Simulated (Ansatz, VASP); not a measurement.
## SiC: VASP beside Ansatz

Contents of INCAR:

```
SYSTEM = SiC
PREC = Accurate
ENCUT = 520
EDIFF = 1E-6
ISMEAR = 0
SIGMA = 0.05
LREAL = .False.
LASPH = .True.
NELM = 60
ALGO = Normal
ISIF = 2
LWAVE = .False.
LCHARG = .False.
NBANDS = 26
```

Contents of KPOINTS:

```
regular mesh
0
Gamma
  10 10 3
  0 0 0
```

The input POSCAR:

```
SiC
1.0
   -3.0759982064      0.0000000000      0.0000000000
   -1.5379991032     -2.6638925888      0.0000000000
    0.0000000000      0.0000000000     10.3460000000
Si C
4 4
Direct
    0.3333333333      0.3333333333      0.6379528320
    0.3333333333      0.3333333333      0.1500347961
    0.6666666667      0.6666666667      0.8819118500
    0.6666666667      0.6666666667      0.3939938140
    0.3333333333      0.3333333333      0.8258012759
    0.3333333333      0.3333333333      0.3378832399
    0.6666666667      0.6666666667      0.0939242219
    0.6666666667      0.6666666667      0.5818422579
```

Input for Ansatz:

```yaml
crystal:
  lattice:
    - [-3.0759982064, 0.0, 0.0]
    - [-1.5379991032, -2.6638925888, 0.0]
    - [0.0, 0.0, 10.346]
  atoms:
    - { symbol: Si, position: [0.3333333333, 0.3333333333, 0.637952832] }
    - { symbol: Si, position: [0.3333333333, 0.3333333333, 0.1500347961] }
    - { symbol: Si, position: [0.6666666667, 0.6666666667, 0.88191185] }
    - { symbol: Si, position: [0.6666666667, 0.6666666667, 0.393993814] }
    - { symbol: C, position: [0.3333333333, 0.3333333333, 0.8258012759] }
    - { symbol: C, position: [0.3333333333, 0.3333333333, 0.3378832399] }
    - { symbol: C, position: [0.6666666667, 0.6666666667, 0.0939242219] }
    - { symbol: C, position: [0.6666666667, 0.6666666667, 0.5818422579] }
basis:
  ecutwfc: 420
kpoints:
  mp_grid: { grid: [10, 10, 3] }
hamiltonian:
  xc: lda
scf:
  occupations: { method: gaussian, width: 0.05 }
output:
  forces: true
  stress: true
  eigenvalues: true
```

Alike in both runs: task single point; functional LDA; k mesh 10 × 10 × 3; occupations gaussian, width 0.05 eV; no spin polarisation.

|  | VASP | Ansatz |
| --- | --- | --- |
| version | VASP 6.6.1 | Ansatz 0.2.0 |
| potentials or method | VASP PAW LDA potentials, release 64 (Si, C), cutoff 520 eV | scalar-relativistic, plane waves, PAW |
| valence electrons in the cell | 32 | 32 |

```tsv
	VASP	Ansatz	Ansatz less VASP
gap on the k mesh at the Fermi level (eV)	2.44	2.45	+0.012
least direct gap on the mesh (eV)	3.98	3.99	+0.012
pressure (GPa)	-6.5	-6.9	-0.37
traceless stress, the component that is largest in VASP (GPa)	-8.32	-8.23	+0.083
rms of the force components (eV/Å)	0.619	0.616	-0.0032
```

LDA's correlation is that of Perdew and Zunger in VASP and of Perdew and Wang (1992) in Ansatz. Atom by atom the forces differ by 0.004 eV/Å (rms over components).
